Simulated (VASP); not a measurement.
Here is a VASP 6.6.1 calculation.

INCAR

```
SYSTEM = ZnS
ALGO     = Normal         ! electronic algorithm
EDIFF    = 1E-6           ! SCF threshold, eV
ENCUT    = 520            ! plane-wave cutoff, eV
GGA      = PE             ! functional
ISIF     = 2              ! what is computed and relaxed
ISMEAR   = 0              ! smearing method
LASPH    = .True.         ! aspherical terms in the spheres
LCHARG   = .False.        ! write CHGCAR
LREAL    = .False.        ! projectors in reciprocal space
LWAVE    = .False.        ! write WAVECAR
NBANDS   = 16             ! bands
NELM     = 60             ! most SCF steps
PREC     = Accurate       ! precision mode
SIGMA    = 0.1            ! smearing width, eV
```

KPOINTS

```
k-points
0
Gamma
  6 6 4
  0 0 0
```

The input POSCAR:

```
ZnS
1.0
    3.4394742721      0.0000000000      0.0000000000
    0.0000000000      3.4394742721      0.0000000000
    0.0000000000      0.0000000000      2.7521041143
Zn S
1 1
Direct
    0.5000000000      0.5000000000      0.5000000000
    0.0000000000      0.0000000000      0.0000000000
```

Potentials or basis: VASP PAW PBE potentials, release 64 (Zn, S).

Command:

```console
$ cat potpaw_PBE.64/Zn/POTCAR potpaw_PBE.64/S/POTCAR > POTCAR
$ mpirun -np 1 vasp_std > vasp.out
```

Q: Predict the band gap on the k mesh.

A: Zero (band 9 reaches 6.78 eV, above the bottom of band 10 at 3.17 eV).

Q: What does it give for the pressure?

A: 0.0 GPa.

Caveat: the k points lie up to 0.57 Å⁻¹ apart.
